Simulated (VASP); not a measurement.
# Li4F in VASP: relaxation of the atoms with PBEsol

Aim: the relaxation of the atoms of Li4F with PBEsol.

All numbers are computed with VASP 6.6.1; they aren't measurements. Logs are shortened: lines on timing, memory, paths and dates and some standing lists are left out, and cuts for length are marked.

## 1. The cell of the first run

The cell holds a slab with vacuum, 5 atoms: a = 3.053 Å, b = 3.053 Å, c = 25.477 Å, α = 90.00°, β = 90.00°, γ = 90.00°.

## 2. Relaxation of the atoms, PBEsol

Input file INCAR:

```
SYSTEM = Li4F
  PREC = Accurate
  ENCUT = 520
  EDIFF = 1E-6
  ISMEAR = 0
  SIGMA = 0.1
  LREAL = .False.
  LASPH = .True.
  NELM = 60
  ALGO = Normal
  ISIF = 2
  LWAVE = .False.
  LCHARG = .False.
  LDIPOL = .True.
  IDIPOL = 3
  DIPOL = 0.5 0.5 0.486
  GGA = PS
  IBRION = 2
  NSW = 90
  EDIFFG = -0.03
```

Input file KPOINTS:

```
regular mesh
0
Gamma
  9 9 1
  0 0 0
```

Input file POSCAR:

```
Li4F
1.0
    3.0534023709      0.0000000000      0.0000000000
    0.0000000000      3.0534023709      0.0000000000
    0.0000000000      0.0000000000     25.4772445665
Li F
4 1
Selective dynamics
Direct
    0.5000000000      0.5000000000      0.3336310557  F F F
    0.0000000000      0.0000000000      0.4183765436  F F F
    0.5000000000      0.5000000000      0.5064912706  T T T
    0.0000000000      0.0000000000      0.5914669341  T T T
    0.5000000000      0.5000000000      0.5796917204  T T T
```

Potentials or basis: VASP PAW PBE potentials, release 64 (Li_sv, F).

The run is started by

```
cat potpaw_PBE.64/Li_sv/POTCAR potpaw_PBE.64/F/POTCAR > POTCAR
mpirun -np 1 vasp_std > vasp.out
```

OUTCAR:

```text
SYSTEM = Li4F
   PREC = Accurate
   ENCUT = 520
   EDIFF = 1E-6
   ISMEAR = 0
   LREAL = .False.
   LASPH = .True.
   NELM = 60
   ISIF = 2
   GGA = PS
   IBRION = 2
   NSW = 90
   EDIFFG = -0.03

 ion  position               nearest neighbor table
   1  0.500  0.500  0.334-
   2  0.000  0.000  0.418-
   3  0.500  0.500  0.506-   5 1.86
   4  0.000  0.000  0.591-   5 2.18   5 2.18   5 2.18   5 2.18
   5  0.500  0.500  0.580-   3 1.86   4 2.18   4 2.18   4 2.18   4 2.18

  LATTYP: Found a simple tetragonal cell.
 ALAT       =     3.0534023709
 C/A-ratio  =     8.3438870715

  Lattice vectors:

 A1 = (   3.0534023709,   0.0000000000,   0.0000000000)
 A2 = (   0.0000000000,   3.0534023709,   0.0000000000)
 A3 = (   0.0000000000,   0.0000000000,  25.4772445665)

Analysis of symmetry for initial positions (statically):
=====================================================================
 Subroutine PRICEL returns:
 Original cell was already a primitive cell.

 Routine SETGRP: Setting up the symmetry group for a
 simple tetragonal supercell.

 Subroutine GETGRP returns: Found  8 space group operations
 (whereof  8 operations were pure point group operations)
 out of a pool of 16 trial point group operations.

The static configuration has the point symmetry C_4v.

Analysis of symmetry for dynamics (positions and initial velocities):
=====================================================================
 Subroutine PRICEL returns:
 Original cell was already a primitive cell.

 Routine SETGRP: Setting up the symmetry group for a
 simple tetragonal supercell.

 Subroutine GETGRP returns: Found  8 space group operations
 (whereof  8 operations were pure point group operations)
 out of a pool of 16 trial point group operations.

The dynamic configuration has the point symmetry C_4v.

Analysis of constrained symmetry for selective dynamics:
=====================================================================
 Subroutine PRICEL returns:
 Original cell was already a primitive cell.

 Routine SETGRP: Setting up the symmetry group for a
 simple tetragonal supercell.

 Subroutine GETGRP returns: Found  8 space group operations
 (whereof  8 operations were pure point group operations)
 out of a pool of 16 trial point group operations.

The constrained configuration has the point symmetry C_4v.

 Subroutine INISYM returns: Found  8 space group operations
 (whereof  8 operations are pure point group operations),
 and found     1 'primitive' translations

----------------------------------------------------------------------------------------

                                     Primitive cell

  volume of cell :     237.5311

  direct lattice vectors                    reciprocal lattice vectors
     3.053402371  0.000000000  0.000000000     0.327503512  0.000000000  0.000000000
     0.000000000  3.053402371  0.000000000     0.000000000  0.327503512  0.000000000
     0.000000000  0.000000000 25.477244567     0.000000000  0.000000000  0.039250712

  length of vectors
     3.053402371  3.053402371 25.477244567     0.327503512  0.327503512  0.039250712

  position of ions in fractional coordinates (direct lattice)
     0.500000000  0.500000000  0.333631056
     0.000000000  0.000000000  0.418376544
     0.500000000  0.500000000  0.506491271
     0.000000000  0.000000000  0.591466934
     0.500000000  0.500000000  0.579691720

  ion indices of the primitive-cell ions
   primitive index   ion index
                 1           1
                 2           2
                 3           3
                 4           4
                 5           5

[... 40 lines left out ...]
  0.333333  0.333333  0.000000      4.000000
  0.444444  0.333333  0.000000      8.000000
  0.444444  0.444444  0.000000      4.000000
   k-points           NKPTS =     15   k-points in BZ     NKDIM =     15   number of bands    NBANDS=     13
   number of dos      NEDOS =    301   number of ions     NIONS =      5
   total plane-waves  NPLWV = 110592
   dimension x,y,z NGX =    24 NGY =   24 NGZ =  192
   dimension x,y,z NGXF=    48 NGYF=   48 NGZF=  384
   ions per type =               4   1
   NGX,Y,Z   is equivalent  to a cutoff of  13.07, 13.07, 12.53 a.u.
   NGXF,Y,Z  is equivalent  to a cutoff of  26.13, 26.13, 25.06 a.u.
 SYSTEM =  Li4F
   PREC   = accura    normal or accurate (medium, high low for compatibility)
   ISTART =      0    job   : 0-new  1-cont  2-samecut
   ICHARG =      2    charge: 1-file 2-atom 10-const
   ISPIN  =      1    spin polarized calculation?
   LNONCOLLINEAR =      F non collinear calculations
   LSORBIT =      F    spin-orbit coupling
   LASPH  =      T    aspherical Exc in radial PAW
   ENCUT  =  520.0 eV  38.22 Ry    6.18 a.u.   5.68  5.68 47.37*2*pi/ulx,y,z
   NELM   =     60;   NELMIN=  2; NELMDL= -5     # of ELM steps
   EDIFF  = 0.1E-05   stopping-criterion for ELM
   LREAL  =      F    real-space projection
   EDIFFG = -.3E-01   stopping-criterion for IOM
   NSW    =     90    number of steps for IOM
   IBRION =      2    ionic relax: 0-MD 1-quasi-New 2-CG
   NFREE  =      1    steps in history (QN), initial steepest desc. (CG)
   ISIF   =      2    stress and relaxation
   ISYM   =      2    0-nonsym 1-usesym 2-fastsym
   POTIM  = 0.5000    time-step for ionic-motion
   TEBEG  =    0.0;   TEEND  =   0.0 temperature during run
   PSTRESS=    0.0 pullay stress
   NELECT =      19.0000    total number of electrons
   NUPDOWN=      -1.0000    fix difference up-down
   EMIN   =  10.00;   EMAX   =-10.00  energy-range for DOS
   EFERMI =   0.00;   METHOD = LEGACY
   ISMEAR =     0;   SIGMA  =   0.10  broadening in eV -4-tet -1-fermi 0-gaus
   EFERMI_NEDOS =   21; number of points for ismear=-14 and -15
   IALGO  =     38    algorithm
   IMIX   =      4    mixing-type and parameters
     AMIX     =   0.40;   BMIX     =  1.00
     AMIX_MAG =   1.60;   BMIX_MAG =  1.00
  volume/ion in A,a.u.               =      47.51       320.59
  Fermi-wavevector in a.u.,A,eV,Ry     =   0.705374  1.332963  6.769604  0.497552
  Thomas-Fermi vector in A             =   1.790868
   LORBIT       =      0    0 simple, 1 ext, 2 COOP (PROOUT), +10 PAW based schemes
   GGA     = PS    functional components
   LHFCALC =     F    Hartree Fock is set to
   AEXX    =    0.0000 exact exchange contribution
   IVDW    =     0    specifies the selected vdW correction
   LEPSILON=     F    determine dielectric tensor
   LRPA    =     F    only Hartree local field effects (RPA)
 conjugate gradient relaxation of ions
 non-spin polarized calculation
 Gauss-broadening in eV      SIGMA  =   0.10
  energy-cutoff  :      520.00
  volume of cell :      237.53
 maximum number of plane-waves:      6444
 NGX is ok and might be reduce to    24
   NGX = 11   NGY = 11   NGZ = 95

 dipolmoment           0.000000      0.000000      0.073792 electrons x Angstroem

--------------------------------------- Ionic step        1  -------------------------------------------

 number of electron      19.0000037 magnetization

 Free energy of the ion-electron system (eV)
  ---------------------------------------------------
  ext. energy  EPLUGINS =         0.00000000
  ---------------------------------------------------
  free energy    TOTEN  =       -14.75456275 eV

  energy without entropy =      -14.74341969  energy(sigma->0) =      -14.74899122

------------------------ aborting loop because EDIFF is reached ----------------------------------------

 vacuum level on the upper side and lower side of the slab       (xc-potential included)        -0.584        -0.027

  FORCE on cell =-STRESS in cart. coord.  units (eV):
  Direction    XX          YY          ZZ          XY          YZ          ZX
  --------------------------------------------------------------------------------------
  -------------------------------------------------------------------------------------
  Total       -1.6436052     -1.6436052     -0.3190636      0.0000000     -0.0000000      0.0000000
  in kB      -11.0863235    -11.0863235     -2.1521239      0.0000000     -0.0000000      0.0000000
  external PRESSURE =      -8.1082569 kB  Pullay stress =       0.0000000 kB
[... 98 lines left out ...]
  FREE ENERGIE OF THE ION-ELECTRON SYSTEM (eV)
  ---------------------------------------------------
  free  energy   TOTEN  =       -14.8030069674 eV

  energy  without entropy=      -14.7930713705  energy(sigma->0) =      -14.79803917

[... ionic steps 4 to 17 ...]

--------------------------------------- Ionic step       18  -------------------------------------------

 number of electron      19.0000040 magnetization

------------------------ aborting loop because EDIFF is reached ----------------------------------------
[... 73 lines left out ...]
--------------------------------------- Ionic step       20  -------------------------------------------

 number of electron      19.0000030 magnetization

 dipolmoment           0.000000      0.000000     -0.079140 electrons x Angstroem

 Free energy of the ion-electron system (eV)
  ---------------------------------------------------
  ext. energy  EPLUGINS =         0.00000000
  ---------------------------------------------------
  free energy    TOTEN  =       -14.84628217 eV

  energy without entropy =      -14.83630210  energy(sigma->0) =      -14.84129214

 E-fermi :  -0.8671     XC(G=0):  -3.1032

 val. band max:       -0.9565562895   @ k =   0.3333   0.2222   0.0000
 cond. band min:      -0.8600784080   @ k =   0.1111   0.0000   0.0000
 fundamental gap:      0.0964778815
 Fermi energy:        -0.8671053585

 k-point     1 :       0.0000    0.0000    0.0000
  band No.  band energies     occupation
      1     -48.1648      2.00000
      2     -47.3199      2.00000
      3     -46.7371      2.00000
      4     -46.6812      2.00000
      5     -26.1303      2.00000
      6      -8.1249      2.00000
      7      -7.3989      2.00000
      8      -7.3989      2.00000
      9      -4.0504      2.00000
     10      -2.7941      2.00000
     11      -1.0346      1.98216
     12      -0.3128      0.00000
     13       0.7414      0.00000
[... 212 lines left out ...]
      2     -47.3076      2.00000
      3     -46.7230      2.00000
      4     -46.6697      2.00000
      5     -25.9087      2.00000
      6      -8.5613      2.00000
      7      -8.5526      2.00000
      8      -7.5072      2.00000
      9       0.4974      0.00000
     10       1.1532      0.00000
     11       1.7150      0.00000
     12       2.5726      0.00000
     13       3.2545      0.00000

------------------------ aborting loop because EDIFF is reached ----------------------------------------

 vacuum level on the upper side and lower side of the slab       (xc-potential included)        -0.756         0.621

  FORCE on cell =-STRESS in cart. coord.  units (eV):
  Direction    XX          YY          ZZ          XY          YZ          ZX
  --------------------------------------------------------------------------------------
  -------------------------------------------------------------------------------------
  Total       -1.5338991     -1.5338991     -0.0705326      0.0000000      0.0000000      0.0000000
  in kB      -10.3463425    -10.3463425     -0.4757515      0.0000000      0.0000000      0.0000000
  external PRESSURE =      -7.0561455 kB  Pullay stress =       0.0000000 kB
[... 20 lines left out ...]
  FREE ENERGIE OF THE ION-ELECTRON SYSTEM (eV)
  ---------------------------------------------------
  free  energy   TOTEN  =       -14.8462821716 eV

  energy  without entropy=      -14.8363021011  energy(sigma->0) =      -14.84129214

 reached required accuracy - stopping structural energy minimisation

 vacuum level on the upper side and lower side of the slab         0.617         2.056
```

Run time: 6.5 min. Hardware: 1 thread of Intel Xeon 6975P-C (Granite Rapids), shared host; peak memory 0.34 GiB.

What came out:

- Free energy: -14.8463 eV
- Energy gained by relaxing: 18.3 meV/atom
- Ionic steps: 20
- Band gap on the k mesh: zero (an odd number of electrons rules out a gap without spin polarisation)

Step by step:
```tsv
step	energy change (eV)	largest force on free atoms (eV/Å)	pressure (GPa)
1	0.0000	0.4195	-0.81
2	-0.0148	0.3541	-0.84
3	-0.0484	0.2987	-0.90
4	-0.0601	0.3145	-1.00
5	-0.0669	0.1938	-0.95
6	-0.0684	0.1165	-0.97
7	-0.0685	0.1256	-0.96
8	-0.0718	0.0915	-0.95
9	-0.0758	0.1548	-0.91
10	-0.0785	0.0789	-0.86
11	-0.0786	0.0950	-0.85
12	-0.0804	0.0737	-0.85
13	-0.0839	0.0818	-0.84
14	-0.0824	0.1621	-0.82
15	-0.0846	0.1109	-0.83
16	-0.0861	0.0910	-0.83
17	-0.0887	0.0686	-0.81
18	-0.0890	0.1054	-0.80
19	-0.0904	0.0794	-0.78
20	-0.0917	0.0258	-0.71
```

Final structure:
```
CELL_PARAMETERS angstrom
3.05340 0.00000 0.00000
0.00000 3.05340 0.00000
0.00000 0.00000 25.47724
ATOMIC_POSITIONS crystal
Li 0.50000 0.50000 0.33363
Li 0.00000 0.00000 0.41838
Li 0.50000 0.50000 0.50024
Li 0.00000 0.00000 0.57381
F 0.50000 0.50000 0.57622
```

Levels at points of the mesh, in eV from the Fermi level:
| k point | band 7 | band 8 | band 9 | band 10 | band 11 | band 12 | band 13 |
| --- | --- | --- | --- | --- | --- | --- | --- |
| (0.00, 0.00, 0.00) | -6.53 | -6.53 | -3.18 | -1.93 | -0.17 | 0.55 | 1.61 |

Caveat: the cutoff is under 1.25 times the usual one of these potentials, so pressure, stress and relaxed cells hold a basis-set (Pulay) error; the PAW data sets were made with another functional, which shifts forces and pressure a little; an odd number of electrons without spin polarisation forces a metal; a magnetic or distorted state may lie lower.

The gap in the log of VASP goes by the Fermi energy; the results here count the filled bands.